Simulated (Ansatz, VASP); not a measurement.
**Two plane-wave programs on Mg**

INCAR

```
  ALGO = Normal
  EDIFF = 1E-7
  ENCUT = 520
  GGA = PE
  ISIF = 2
  ISMEAR = 0
  LASPH = T
  LCHARG = F
  LREAL = F
  LWAVE = F
  NBANDS = 9
  NELM = 80
  PREC = Accurate
  SIGMA = 0.1
```

The input KPOINTS:

```
k-points
0
Gamma
  12 12 12
```

Contents of POSCAR:

```
Mg
1.0
    3.6711586697      0.0000000000      0.0000000000
    0.0000000000      3.6711586697      0.0000000000
    0.0000000000      0.0000000000      3.3757302735
Mg
2
Direct
    0.0000000000      0.0000000000      0.0000000000
    0.5000000000      0.5000000000      0.5000000000
```

Input for Ansatz:

```yaml
crystal:
  lattice:
    - [3.6711586697, 0.0, 0.0]
    - [0.0, 3.6711586697, 0.0]
    - [0.0, 0.0, 3.3757302735]
  atoms:
    - { symbol: Mg, position: [0.0, 0.0, 0.0] }
    - { symbol: Mg, position: [0.5, 0.5, 0.5] }
basis:
  ecutwfc: 420
kpoints:
  mp_grid: { grid: [12, 12, 12] }
hamiltonian:
  xc: pbe
scf:
  occupations: { method: gaussian, width: 0.1 }
output:
  forces: true
  stress: true
  eigenvalues: true
```

Change from the starting cell: strain along c alone, the other axes held, atoms relaxed: -1.0 %.

Alike in both runs: task single point; functional PBE; k mesh 12 × 12 × 12; occupations gaussian, width 0.1 eV; no spin polarisation.

|  | VASP | Ansatz |
| --- | --- | --- |
| version | VASP 6.6.1 | Ansatz 0.2.0 |
| potentials or method | VASP PAW PBE potentials, release 64 (Mg), cutoff 520 eV | scalar-relativistic, plane waves, PAW |
| valence electrons in the cell | 4 | 20 |

Ansatz gave:

- gap on the k mesh at the Fermi level (eV): none
- pressure (GPa): 0.3
- traceless stress, the component that is largest in VASP (GPa): -0.42

Question: Estimate VASP's values.

Answer: gap on the k mesh at the Fermi level (eV): none; pressure (GPa): 0.2; traceless stress, the component that is largest in VASP (GPa): -0.42.

A gap of «none» marks a metal or a gap that the smearing closes. With one functional, cell and mesh, what is left measures potentials, basis and numerics. VASP's potentials hold 4 valence electrons a cell and Ansatz's 20, so a difference there can come from the potentials and not from the codes.
